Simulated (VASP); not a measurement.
# WSe2 in VASP: notebook

WSe2 is run at these levels: LDA; tasks: single point.

Everything below comes from runs of VASP 6.6.1. Logs are shortened: lines on timing, memory, paths and dates and some standing lists are left out, and cuts for length are marked.

**1. The cell of the first run**

The cell holds a slab with vacuum, 12 atoms: a = 3.318 Å, b = 3.318 Å, c = 36.418 Å, α = 90.00°, β = 90.00°, γ = 120.00°.

**2. Single point, LDA**

INCAR reads:

```
ALGO     = Normal         # electronic algorithm
EDIFF    = 1E-6           # SCF threshold, eV
ENCUT    = 500            # plane-wave cutoff, eV
GGA      = CA             # functional
GGA_COMPAT= F            
ISIF     = 2              # what is computed and relaxed
ISMEAR   = 0              # smearing method
LASPH    = T              # aspherical terms in the spheres
LCHARG   = F              # write CHGCAR
LREAL    = F              # projectors in reciprocal space
LWAVE    = F              # write WAVECAR
NBANDS   = 64             # bands
NELM     = 120            # most SCF steps
PREC     = Accurate       # precision mode
SIGMA    = 0.1            # smearing width, eV
```

KPOINTS reads:

```
k-points
0
Gamma
  6 6 1
```

POSCAR reads:

```
WSe2
1.0
    3.3178488600      0.0000000000      0.0000000000
   -1.6589244300      2.8733414000      0.0000000000
    0.0000000000      0.0000000000     36.4183073100
W Se
4 8
Direct
    0.6666666700      0.3333333300      0.9061104700
    0.6666666700      0.3333333300      0.2804680000
    0.3333333300      0.6666666700      0.7195320000
    0.3333333300      0.6666666700      0.0938895300
    0.3333333300      0.6666666700      0.9517867400
    0.3333333300      0.6666666700      0.3261068200
    0.6666666700      0.3333333300      0.7652045500
    0.6666666700      0.3333333300      0.1395502000
    0.3333333300      0.6666666700      0.8604498000
    0.3333333300      0.6666666700      0.2347954500
    0.6666666700      0.3333333300      0.6738931800
    0.6666666700      0.3333333300      0.0482132600
```

Potentials or basis: VASP PAW LDA potentials, release 64 (W_sv, Se).

Run with:

```bash
$ cat potpaw_LDA.64/W_sv/POTCAR potpaw_LDA.64/Se/POTCAR > POTCAR
$ mpirun -np 1 vasp_std > vasp.out
```

OUTCAR:

```text
EDIFF = 1E-6
   ENCUT = 500
   GGA = CA
   ISIF = 2
   ISMEAR = 0
   LASPH = T
   LREAL = F
   NELM = 120
   PREC = Accurate

 ion  position               nearest neighbor table
   1  0.667  0.333  0.906-   9 2.54   9 2.54   9 2.54   5 2.54   5 2.54   5 2.54
   2  0.667  0.333  0.280-   6 2.54   6 2.54   6 2.54  10 2.54  10 2.54  10 2.54
   3  0.333  0.667  0.720-  11 2.54  11 2.54  11 2.54   7 2.54   7 2.54   7 2.54
   4  0.333  0.667  0.094-   8 2.54   8 2.54   8 2.54  12 2.54  12 2.54  12 2.54
   5  0.333  0.667  0.952-   1 2.54   1 2.54   1 2.54
   6  0.333  0.667  0.326-   2 2.54   2 2.54   2 2.54
   7  0.667  0.333  0.765-   3 2.54   3 2.54   3 2.54
   8  0.667  0.333  0.140-   4 2.54   4 2.54   4 2.54
   9  0.333  0.667  0.860-   1 2.54   1 2.54   1 2.54
  10  0.333  0.667  0.235-   2 2.54   2 2.54   2 2.54
  11  0.667  0.333  0.674-   3 2.54   3 2.54   3 2.54
  12  0.667  0.333  0.048-   4 2.54   4 2.54   4 2.54

  LATTYP: Found a hexagonal cell.
 ALAT       =     3.3178488600
 C/A-ratio  =    10.9764817045

  Lattice vectors:

 A1 = (   3.3178488600,   0.0000000000,   0.0000000000)
 A2 = (  -1.6589244300,   2.8733414000,   0.0000000000)
 A3 = (   0.0000000000,   0.0000000000,  36.4183073100)

Analysis of symmetry for initial positions (statically):
=====================================================================
 Subroutine PRICEL returns:
 Original cell was already a primitive cell.

 Routine SETGRP: Setting up the symmetry group for a
 hexagonal supercell.

 Subroutine GETGRP returns: Found 12 space group operations
 (whereof 12 operations were pure point group operations)
 out of a pool of 24 trial point group operations.

The static configuration has the point symmetry D_3d.

Analysis of symmetry for dynamics (positions and initial velocities):
=====================================================================
 Subroutine PRICEL returns:
 Original cell was already a primitive cell.

 Routine SETGRP: Setting up the symmetry group for a
 hexagonal supercell.

 Subroutine GETGRP returns: Found 12 space group operations
 (whereof 12 operations were pure point group operations)
 out of a pool of 24 trial point group operations.

The dynamic configuration has the point symmetry D_3d.

 Subroutine INISYM returns: Found 12 space group operations
 (whereof 12 operations are pure point group operations),
 and found     1 'primitive' translations

----------------------------------------------------------------------------------------

                                     Primitive cell

  volume of cell :     347.1871

  direct lattice vectors                    reciprocal lattice vectors
     3.317848860  0.000000000  0.000000000     0.301400107  0.174013433  0.000000000
    -1.658924430  2.873341400  0.000000000     0.000000000  0.348026865  0.000000000
     0.000000000  0.000000000 36.418307310     0.000000000  0.000000000  0.027458717

  length of vectors
     3.317848860  3.317848861 36.418307310     0.348026865  0.348026865  0.027458717

  position of ions in fractional coordinates (direct lattice)
     0.666666670  0.333333330  0.906110470
     0.666666670  0.333333330  0.280468000
     0.333333330  0.666666670  0.719532000
     0.333333330  0.666666670  0.093889530
     0.333333330  0.666666670  0.951786740
     0.333333330  0.666666670  0.326106820
     0.666666670  0.333333330  0.765204550
     0.666666670  0.333333330  0.139550200
     0.333333330  0.666666670  0.860449800
     0.333333330  0.666666670  0.234795450
     0.666666670  0.333333330  0.673893180
     0.666666670  0.333333330  0.048213260

  ion indices of the primitive-cell ions
   primitive index   ion index
                 1           1
                 2           2
                 3           3
                 4           4
                 5           5
                 6           6
                 7           7
                 8           8
                 9           9
                10          10
                11          11
                12          12

----------------------------------------------------------------------------------------

 KPOINTS: k-points

Automatic generation of k-mesh.
 Grid dimensions read from file:
 generate k-points for:    6    6    1

 Generating k-lattice:

  Cartesian coordinates                     Fractional coordinates (reciprocal lattice)
     0.050233351  0.029002239  0.000000000     0.166666667  0.000000000  0.000000000
     0.000000000  0.058004478  0.000000000     0.000000000  0.166666667  0.000000000
     0.000000000  0.000000000  0.027458717     0.000000000  0.000000000  1.000000000

  Length of vectors
     0.058004478  0.058004478  0.027458717

  Shift w.r.t. Gamma in fractional coordinates (k-lattice)
     0.000000000  0.000000000  0.000000000

 Subroutine IBZKPT returns following result:
 ===========================================

 Found      7 irreducible k-points:

 Following reciprocal coordinates:
            Coordinates               Weight
  0.000000  0.000000  0.000000      1.000000
  0.166667  0.000000  0.000000      6.000000
  0.333333 -0.000000  0.000000      6.000000
  0.500000 -0.000000  0.000000      3.000000
  0.166667  0.166667  0.000000      6.000000
  0.333333  0.166667  0.000000     12.000000
  0.333333  0.333333  0.000000      2.000000
   k-points           NKPTS =      7   k-points in BZ     NKDIM =      7   number of bands    NBANDS=     64
   number of dos      NEDOS =    301   number of ions     NIONS =     12
   total plane-waves  NPLWV = 155520
   dimension x,y,z NGX =    24 NGY =   24 NGZ =  270
   dimension x,y,z NGXF=    48 NGYF=   48 NGZF=  540
   ions per type =               4   8
   NGX,Y,Z   is equivalent  to a cutoff of  12.03, 12.03, 12.33 a.u.
   NGXF,Y,Z  is equivalent  to a cutoff of  24.05, 24.05, 24.65 a.u.
 SYSTEM =  unknown system
   PREC   = accura    normal or accurate (medium, high low for compatibility)
   ISTART =      0    job   : 0-new  1-cont  2-samecut
   ICHARG =      2    charge: 1-file 2-atom 10-const
   ISPIN  =      1    spin polarized calculation?
   LNONCOLLINEAR =      F non collinear calculations
   LSORBIT =      F    spin-orbit coupling
   LASPH  =      T    aspherical Exc in radial PAW
   ENCUT  =  500.0 eV  36.75 Ry    6.06 a.u.   6.05  6.05 66.40*2*pi/ulx,y,z
   NELM   =    120;   NELMIN=  2; NELMDL= -5     # of ELM steps
   EDIFF  = 0.1E-05   stopping-criterion for ELM
   LREAL  =      F    real-space projection
   EDIFFG = 0.1E-04   stopping-criterion for IOM
   NSW    =      0    number of steps for IOM
   IBRION =     -1    ionic relax: 0-MD 1-quasi-New 2-CG
   NFREE  =      0    steps in history (QN), initial steepest desc. (CG)
   ISIF   =      2    stress and relaxation
   ISYM   =      2    0-nonsym 1-usesym 2-fastsym
   POTIM  = 0.5000    time-step for ionic-motion
   TEBEG  =    0.0;   TEEND  =   0.0 temperature during run
   PSTRESS=    0.0 pullay stress
   NELECT =     104.0000    total number of electrons
   NUPDOWN=      -1.0000    fix difference up-down
   EMIN   =  10.00;   EMAX   =-10.00  energy-range for DOS
   EFERMI =   0.00;   METHOD = LEGACY
   ISMEAR =     0;   SIGMA  =   0.10  broadening in eV -4-tet -1-fermi 0-gaus
   EFERMI_NEDOS =   21; number of points for ismear=-14 and -15
   IALGO  =     38    algorithm
   IMIX   =      4    mixing-type and parameters
     AMIX     =   0.40;   BMIX     =  1.00
     AMIX_MAG =   1.60;   BMIX_MAG =  1.00
  volume/ion in A,a.u.               =      28.93       195.24
  Fermi-wavevector in a.u.,A,eV,Ry     =   1.095380  2.069968 16.325046  1.199857
  Thomas-Fermi vector in A             =   2.231702
   LORBIT       =      0    0 simple, 1 ext, 2 COOP (PROOUT), +10 PAW based schemes
   GGA     = CA    functional components
   LHFCALC =     F    Hartree Fock is set to
   AEXX    =    0.0000 exact exchange contribution
   IVDW    =     0    specifies the selected vdW correction
   LEPSILON=     F    determine dielectric tensor
   LRPA    =     F    only Hartree local field effects (RPA)
 non-spin polarized calculation
 Gauss-broadening in eV      SIGMA  =   0.10
  energy-cutoff  :      500.00
  volume of cell :      347.19
 maximum number of plane-waves:      8910
   NGX = 13   NGY = 13   NGZ =133

 number of electron     103.9999992 magnetization

 Free energy of the ion-electron system (eV)
  ---------------------------------------------------
  ext. energy  EPLUGINS =         0.00000000
  ---------------------------------------------------
  free energy    TOTEN  =       -96.62561495 eV

  energy without entropy =      -96.62561495  energy(sigma->0) =      -96.62561495

 E-fermi :   3.1226     XC(G=0):  -8.1738

 val. band max:        2.7028864144   @ k =   0.0000   0.0000   0.0000
 cond. band min:       3.9363723656   @ k =   0.1667   0.1667   0.0000
 fundamental gap:      1.2334859512
 Fermi energy:         3.1226210129

 k-point     1 :       0.0000    0.0000    0.0000
  band No.  band energies     occupation
      1     -71.0698      2.00000
      2     -71.0698      2.00000
      3     -71.0681      2.00000
      4     -71.0681      2.00000
      5     -35.5632      2.00000
      6     -35.5632      2.00000
[... 56 lines left out ...]
     63       5.6358      0.00000
     64       5.6662      0.00000

 k-point     2 :       0.1667    0.0000    0.0000
  band No.  band energies     occupation
      1     -71.0675      2.00000
      2     -71.0675      2.00000
      3     -71.0657      2.00000
      4     -71.0657      2.00000
      5     -35.5527      2.00000
      6     -35.5527      2.00000
[... 56 lines left out ...]
     63       5.2258      0.00000
     64       5.2585      0.00000

 k-point     3 :       0.3333   -0.0000    0.0000
  band No.  band energies     occupation
      1     -71.0628      2.00000
      2     -71.0628      2.00000
      3     -71.0610      2.00000
      4     -71.0610      2.00000
      5     -35.6088      2.00000
      6     -35.6088      2.00000
[... 56 lines left out ...]
     63       5.9347      0.00000
     64       6.1463      0.00000

 k-point     4 :       0.5000   -0.0000    0.0000
  band No.  band energies     occupation
      1     -71.0604      2.00000
      2     -71.0604      2.00000
      3     -71.0587      2.00000
      4     -71.0587      2.00000
      5     -35.6621      2.00000
      6     -35.6621      2.00000
[... 56 lines left out ...]
     63       6.2963      0.00000
     64       6.5712      0.00000

 k-point     5 :       0.1667    0.1667    0.0000
  band No.  band energies     occupation
      1     -71.0639      2.00000
      2     -71.0639      2.00000
      3     -71.0622      2.00000
      4     -71.0622      2.00000
      5     -35.5719      2.00000
      6     -35.5719      2.00000
[... 56 lines left out ...]
     63       5.3184      0.00000
     64       5.3811      0.00000

 k-point     6 :       0.3333    0.1667    0.0000
  band No.  band energies     occupation
      1     -71.0604      2.00000
      2     -71.0604      2.00000
      3     -71.0587      2.00000
      4     -71.0587      2.00000
      5     -35.6351      2.00000
      6     -35.6351      2.00000
[... 56 lines left out ...]
     63       5.8660      0.00000
     64       6.0062      0.00000

 k-point     7 :       0.3333    0.3333    0.0000
  band No.  band energies     occupation
      1     -71.0592      2.00000
      2     -71.0592      2.00000
      3     -71.0575      2.00000
      4     -71.0575      2.00000
      5     -35.6085      2.00000
      6     -35.6085      2.00000
[... 56 lines left out ...]
     63       5.9799      0.00000
     64       5.9799      0.00000

------------------------ aborting loop because EDIFF is reached ----------------------------------------

  FORCE on cell =-STRESS in cart. coord.  units (eV):
  Direction    XX          YY          ZZ          XY          YZ          ZX
  --------------------------------------------------------------------------------------
  -------------------------------------------------------------------------------------
  Total       -8.4891416     -8.4891417     -5.3787323      0.0000000      0.0000000      0.0000000
  in kB      -39.1751598    -39.1751599    -24.8214374      0.0000000      0.0000000      0.0000000
  external PRESSURE =     -34.3905857 kB  Pullay stress =       0.0000000 kB

 VOLUME and BASIS-vectors are now :
 -----------------------------------------------------------------------------
  energy-cutoff  :      500.00
  volume of cell :      347.19
      direct lattice vectors                 reciprocal lattice vectors
     3.317848860  0.000000000  0.000000000     0.301400107  0.174013433  0.000000000
    -1.658924430  2.873341400  0.000000000     0.000000000  0.348026865  0.000000000
     0.000000000  0.000000000 36.418307310     0.000000000  0.000000000  0.027458717

 POSITION                                       TOTAL-FORCE (eV/Angst)
 -----------------------------------------------------------------------------------
      1.65892      0.95778     32.99901         0.000000     -0.000000      0.009668
      1.65892      0.95778     10.21417        -0.000000      0.000000     -0.001811
     -0.00000      1.91556     26.20414         0.000000      0.000000      0.001811
     -0.00000      1.91556      3.41930        -0.000000      0.000000     -0.009668
     -0.00000      1.91556     34.66246        -0.000000      0.000000     -0.239479
     -0.00000      1.91556     11.87626        -0.000000      0.000000     -0.325143
      1.65892      0.95778     27.86745         0.000000     -0.000000     -0.233690
      1.65892      0.95778      5.08218        -0.000000      0.000000     -0.230531
     -0.00000      1.91556     31.33613        -0.000000     -0.000000      0.230531
     -0.00000      1.91556      8.55085        -0.000000      0.000000      0.233690
      1.65892      0.95778     24.54205         0.000000     -0.000000      0.325143
      1.65892      0.95778      1.75585        -0.000000     -0.000000      0.239479
 -----------------------------------------------------------------------------------
    total drift:                                0.000000      0.000000     -0.000000

  FREE ENERGIE OF THE ION-ELECTRON SYSTEM (eV)
  ---------------------------------------------------
  free  energy   TOTEN  =       -96.6256149487 eV

  energy  without entropy=      -96.6256149486  energy(sigma->0) =      -96.62561495
```

Run time: 6.5 min. Hardware: 1 thread of Oxide Virtual Turin-like, shared host; peak memory 0.33 GiB.

Results:

```
Free energy            : -96.6256 eV
Largest force          : 0.325 eV/Å
Band gap on the k mesh : 1.23 eV (least direct gap 1.46 eV)
```

Forces in eV/Å, atoms in the order of the input:
```
W    0.000  0.000  0.010
W    0.000  0.000 -0.002
W    0.000  0.000  0.002
W    0.000  0.000 -0.010
Se   0.000  0.000 -0.239
Se   0.000  0.000 -0.325
Se   0.000  0.000 -0.234
Se   0.000  0.000 -0.231
Se   0.000  0.000  0.231
Se   0.000  0.000  0.234
Se   0.000  0.000  0.325
Se   0.000  0.000  0.239
```

Levels at points of the mesh, in eV from the valence-band top:
```csv
k point,band 50,band 51,band 52,band 53,band 54,band 55
"(0.00, 0.00, 0.00)",-0.40,-0.14,0.00,2.72,2.72,2.73
"(0.50, 0.00, 0.00)",-1.10,-1.10,-1.07,2.13,2.13,2.14
```

Caveat: there is no dipole correction, which matters where the two faces differ; spin-orbit coupling is left out, which moves the levels of the heavy elements.

[end of part 1 of 2]
